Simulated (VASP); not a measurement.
A run of VASP 6.6.1 is set up as follows.

Contents of INCAR:

```
SYSTEM = Si2F3
ALGO = Normal ; EDIFF = 1E-6
ENCUT = 520 ; GGA = PE
ISIF = 2 ; ISMEAR = 0
ISPIN = 2 ; LASPH = .TRUE.
LCHARG = .TRUE. ; LELF = .TRUE.
LORBIT = 11 ; LREAL = .FALSE.
LVHAR = .TRUE. ; LWAVE = .FALSE.
MAGMOM = 0 0 1 1 1 ; NBANDS = 26
NELM = 150 ; PREC = Accurate
SIGMA = 0.1
```

File KPOINTS:

```
k-points
0
G
  6 6 6
  0 0 0
```

The input POSCAR:

```
Si2F3
1.0
    2.7209051000      1.5709152900      2.1809284600
   -2.7209051000      1.5709152900      2.1809284600
    0.0000000000     -3.1418305900      2.1809284600
Si F
2 3
Direct
    0.2578843500      0.2578843500      0.2578843500
    0.7421156500      0.7421156500      0.7421156500
    0.2467715700      0.7532284300      0.0000000000
    0.0000000000      0.2467715700      0.7532284300
    0.7532284300      0.0000000000      0.2467715700
```

Potentials or basis: VASP PAW PBE potentials, release 64 (Si, F).

The run is started by

```sh
$ cat potpaw_PBE.64/Si/POTCAR potpaw_PBE.64/F/POTCAR > POTCAR
$ mpirun -np 1 vasp_std > vasp.out
```

Question: What does it give for the pressure?

Answer: 30.2 GPa.

Question: Estimate the largest force.

Answer: 0.862 eV/Å.

Forces on the atoms (eV/Å):
```
Si   0.000  0.000  0.648
Si   0.000  0.000 -0.648
F   -0.862  0.000  0.000
F    0.431 -0.746  0.000
F    0.431  0.746  0.000
```

Caveat: the stress differs along the axes, from 17 to 37 GPa.
